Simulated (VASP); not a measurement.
Write the native input for VASP 6.6.1 that does the following.

```yaml
Task: single point
Functional: b88 exchange, pbe correlation
Potentials_or_basis: VASP PAW PBE potentials, release 64 (Bi_d, Se)
Cutoff: 500 eV
k_mesh: 8 × 8 × 8
Occupations: fermi-dirac, width 0.05 eV
Spin: no spin polarisation
Dipole_correction: no
Further_INCAR_settings: ALGO = Normal; EDIFF = 1e-06; NBANDS = 32
```

The structure of Bi2Se3 lies in POSCAR:

```
Bi2Se3
1.0
    2.0292126242      1.1715664548      9.3504759364
   -2.0292126242      1.1715664548      9.3504759364
    0.0000000000     -2.3431329097      9.3504759364
Bi Se
2 3
Direct
    0.5992000000      0.5992000000      0.5992000000
    0.4008000000      0.4008000000      0.4008000000
    0.7883000000      0.7883000000      0.7883000000
    0.2117000000      0.2117000000      0.2117000000
    0.0000000000      0.0000000000      0.0000000000
```

One way to write it, as run:

INCAR

```
SYSTEM = Bi2Se3
PREC = Accurate
ENCUT = 500
EDIFF = 1E-6
ISMEAR = -1
SIGMA = 0.05
LREAL = .FALSE.
LASPH = .TRUE.
NELM = 120
ALGO = Normal
ISIF = 2
LWAVE = .FALSE.
LCHARG = .FALSE.
GGA = LIBXC
LIBXC1 = GGA_X_B88
LIBXC2 = GGA_C_PBE
NBANDS = 32
GGA_COMPAT = .FALSE.
```

KPOINTS

```
Automatic mesh
0
G
  8 8 8
  0 0 0
```

Potentials or basis: VASP PAW PBE potentials, release 64 (Bi_d, Se).

Launch:

```bash
$ cat potpaw_PBE.64/Bi_d/POTCAR potpaw_PBE.64/Se/POTCAR > POTCAR
$ mpirun -np 1 vasp_std > vasp.out
```

It gave:

* Pressure: 7.2 GPa
* Largest force: 0.688 eV/Å
* Band gap on the k mesh: 0.16 eV

Caveat: the cell stands under pressure; the PAW data sets were made with another functional, which shifts forces and pressure a little; spin-orbit coupling is left out, which moves the levels of the heavy elements.

Run time: 16 min on 1 thread of Intel(R) Xeon(R) Platinum 8488C (Sapphire Rapids), on a shared host, peak memory 0.78 GiB.
